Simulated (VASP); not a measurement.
Set up this calculation in VASP 6.6.1, as the native input.

```
Task                            : G0W0 quasiparticle levels
Functional                      : r2SCAN
Potentials or basis             : VASP PAW PBE potentials, release 64 (Cu_GW, Cl_GW)
Cutoff                          : 500 eV
k mesh                          : 4 × 4 × 4
Occupations                     : gaussian, width 0.01 eV
Spin                            : no spin polarisation
Dipole correction               : no
GW scheme                       : G0W0
GW iterations                   : 1
Cutoff of the response function : 113.3
Frequency points                : 48
Empty bands                     : 187
Further INCAR settings          : ALGO = EVGW0; EDIFF = 1e-08; NBANDS = 196
```

The system is CuCl.

```
Cu Cl
1.0
     0.00000    2.71000    2.71000
     2.71000    0.00000    2.71000
     2.71000    2.71000    0.00000
Cu Cl
1 1
Cartesian
  0.0000 0.0000 0.0000
  1.3550 1.3550 1.3550
```

These files were run (other wordings do the same):

POSCAR

```
CuCl
1.0
    0.0000000000      2.7100000000      2.7100000000
    2.7100000000      0.0000000000      2.7100000000
    2.7100000000      2.7100000000      0.0000000000
Cu Cl
1 1
Direct
    0.0000000000      0.0000000000      0.0000000000
    0.2500000000      0.2500000000      0.2500000000
```

INCAR.step1

```
SYSTEM = CuCl
  PREC = Accurate
  ENCUT = 500
  EDIFF = 1E-8
  ISMEAR = 0
  SIGMA = 0.01
  LREAL = .FALSE.
  LASPH = .TRUE.
  NELM = 80
  ALGO = Normal
  LWAVE = .TRUE.
  LCHARG = .FALSE.
  METAGGA = R2SCAN
  LMIXTAU = .TRUE.
```

INCAR.step2

```
SYSTEM = CuCl
  PREC = Accurate
  ENCUT = 500
  EDIFF = 1E-8
  ISMEAR = 0
  SIGMA = 0.01
  LREAL = .FALSE.
  LASPH = .TRUE.
  NELM = 1
  ALGO = Exact
  LWAVE = .TRUE.
  LCHARG = .FALSE.
  METAGGA = R2SCAN
  LMIXTAU = .TRUE.
  NBANDS = 196
  LOPTICS = .TRUE.
  ISTART = 1
```

INCAR.step3

```
SYSTEM = CuCl
  PREC = Accurate
  ENCUT = 500
  EDIFF = 1E-8
  ISMEAR = 0
  SIGMA = 0.01
  LREAL = .FALSE.
  LASPH = .TRUE.
  ALGO = EVGW0
  LWAVE = .FALSE.
  LCHARG = .FALSE.
  METAGGA = R2SCAN
  LMIXTAU = .TRUE.
  NELMGW = 1
  NBANDS = 196
  ENCUTGW = 113.3
  NOMEGA = 48
  PRECFOCK = Fast
  ISTART = 1
  NBANDSGW = 17
```

KPOINTS

```
Automatic mesh
0
G
  4 4 4
  0 0 0
```

Potentials or basis: VASP PAW PBE potentials, release 64 (Cu_GW, Cl_GW).

Run with:

```bash
$ cat potpaw_PBE.64/Cu_GW/POTCAR potpaw_PBE.64/Cl_GW/POTCAR > POTCAR
$ cp INCAR.step1 INCAR
$ mpirun -np 1 vasp_std > vasp.out
$ cp INCAR.step2 INCAR
$ mpirun -np 1 vasp_std > vasp.out
$ cp INCAR.step3 INCAR
$ mpirun -np 1 vasp_std > vasp.out
```

It gave:

```
Quasiparticle gap                                   : 1.91 eV
Least direct quasiparticle gap                      : 1.91 eV
Band gap of the starting levels on the mesh         : 0.87 eV
Least direct gap of the starting levels on the mesh : 0.87 eV
```

Caveat: the k points lie up to 0.50 Å⁻¹ apart; bands, screening cutoff and mesh are small and nothing is extrapolated, so the quasiparticle values aren't converged.

Run time: 8.8 min on 1 thread of Intel Xeon 8259CL, on a shared host, peak memory 0.41 GiB.
